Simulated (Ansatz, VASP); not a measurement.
# Two plane-wave programs on Ti2BN3

```
CELL_PARAMETERS angstrom
5.28437 0.00000 0.00000
-2.64219 4.57640 0.00000
0.00000 0.00000 3.35669
ATOMIC_POSITIONS crystal
Ti 0.33333 0.66667 0.50000
Ti 0.66667 0.33333 0.50000
B 0.00000 0.00000 0.50000
N 0.72101 0.00000 0.50000
N 0.00000 0.72101 0.50000
N 0.27899 0.27899 0.50000
```

Alike in both runs: functional PBE; k mesh 12 × 12 × 12; occupations gaussian, width 0.1 eV; no spin polarisation.

Ansatz relaxed the structure, and its values are those at the end. VASP's run is a single point on that final structure, the one shown.

```csv
,VASP,Ansatz
version,VASP 6.6.1,Ansatz 0.2.0
potentials or method,"VASP PAW PBE potentials, release 64 (Ti_sv, B, N), cutoff 520 eV","scalar-relativistic, plane waves, PAW"
valence electrons in the cell,42,42
```

```csv
,VASP,Ansatz,Ansatz less VASP
gap on the k mesh at the Fermi level (eV),none,none,-
pressure (GPa),0.1,0.0,-0.14
rms of the force components (eV/Å),0.009,0.000,-0.0086
```

A gap of «none» marks a metal or a gap that the smearing closes. With one functional, cell and mesh, what is left measures potentials, basis and numerics.
